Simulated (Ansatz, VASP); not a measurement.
## One calculation of Mg, two programs

The input INCAR:

```
PREC = Accurate ; ENCUT = 600
EDIFF = 1E-6 ; ISMEAR = 0
SIGMA = 0.1 ; LREAL = F
LASPH = T ; NELM = 120
ALGO = Normal ; ISIF = 2
LWAVE = F ; LCHARG = F
GGA = PE ; NBANDS = 7
GGA_COMPAT = F
```

KPOINTS

```
Automatic mesh
0
Gamma
  6 6 6
```

The input POSCAR:

```
Mg
1.0
   -1.8359916300      1.8359916300      1.6794040200
    1.8359916300     -1.8359916300      1.6794040200
    1.8359916300      1.8359916300     -1.6794040200
Mg
1
Direct
   -0.0499096605     -0.0756814821     -0.0237494861
```

Input for Ansatz:

```yaml
crystal:
  lattice:
    - [-1.83599163, 1.83599163, 1.67940402]
    - [1.83599163, -1.83599163, 1.67940402]
    - [1.83599163, 1.83599163, -1.67940402]
  atoms:
    - { symbol: Mg, position: [-0.0499096605, -0.0756814821, -0.0237494861] }
basis:
  ecutwfc: 420
kpoints:
  mp_grid: { grid: [6, 6, 6] }
hamiltonian:
  xc: pbe
scf:
  occupations: { method: gaussian, width: 0.1 }
output:
  forces: true
  stress: true
  eigenvalues: true
```

Alike in both runs: task single point; functional PBE; k mesh 6 × 6 × 6; occupations gaussian, width 0.1 eV; no spin polarisation.

|  | VASP | Ansatz |
| --- | --- | --- |
| version | VASP 6.6.1 | Ansatz 0.2.0 |
| potentials or method | VASP PAW PBE potentials, release 64 (Mg), cutoff 600 eV | scalar-relativistic, plane waves, PAW |
| valence electrons in the cell | 2 | 10 |

|  | VASP | Ansatz | Ansatz less VASP |
| --- | --- | --- | --- |
| gap on the k mesh at the Fermi level (eV) | none | none | - |
| pressure (GPa) | 0.5 | 0.6 | +0.13 |
| traceless stress, the component that is largest in VASP (GPa) | 2.75 | 2.76 | +0.012 |

A gap of «none» marks a metal or a gap that the smearing closes. VASP's potentials hold 2 valence electrons a cell and Ansatz's 10, so a difference there can come from the potentials and not from the codes.

The k mesh is coarse, so the values compare programs but aren't converged.
